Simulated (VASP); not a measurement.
Sn3Mo2, 5 atoms in the cell. The structure is tetragonal, space group P4mm (No. 99). The conventional cell has a = 4.203 Å, b = 4.203 Å, c = 6.190 Å, α = 90.00°, β = 90.00°, γ = 90.00°. Sn (site symmetry 2mm) has 4 Mo at 2.69 to 2.79 Å and 6 Sn at 2.72 to 2.97 Å within 3.6 Å. Sn (site symmetry 4mm) has 4 Sn at 2.72 Å and 6 Mo at 2.78 to 3.41 Å within 3.6 Å. Within 3.6 Å of Mo (site symmetry 4mm) lie 6 Sn at 2.69 to 3.41 Å. Within 3.7 Å of Mo (site symmetry 4mm) lie 8 Sn at 2.79 to 2.97 Å. 

* Program: VASP 6.6.1
* Task: single point
* Functional: PBE
* Potentials or basis: VASP PAW PBE potentials, release 64 (Sn_d, Mo_sv)
* Cutoff: 520 eV
* k mesh: 4 × 4 × 4
* Occupations: gaussian, width 0.1 eV
* Spin: no spin polarisation
* Dipole correction: no
* Further INCAR settings: ALGO = Fast; EDIFF = 1e-06; NBANDS = 43

Potentials or basis: VASP PAW PBE potentials, release 64 (Sn_d, Mo_sv).

Command:

```console
$ cat potpaw_PBE.64/Sn_d/POTCAR potpaw_PBE.64/Mo_sv/POTCAR > POTCAR
$ mpirun -np 1 vasp_std > vasp.out
```

Hardware: 1 thread of Intel(R) Xeon(R) 6975P-C (Granite Rapids) (shared host).

Task: Estimate the wall time of this run.

Result: Wall time 36 s on 1 thread of Intel(R) Xeon(R) 6975P-C (Granite Rapids), with other jobs on the host, peak memory 0.24 GiB. Counts: scf iterations 17, k points 18.
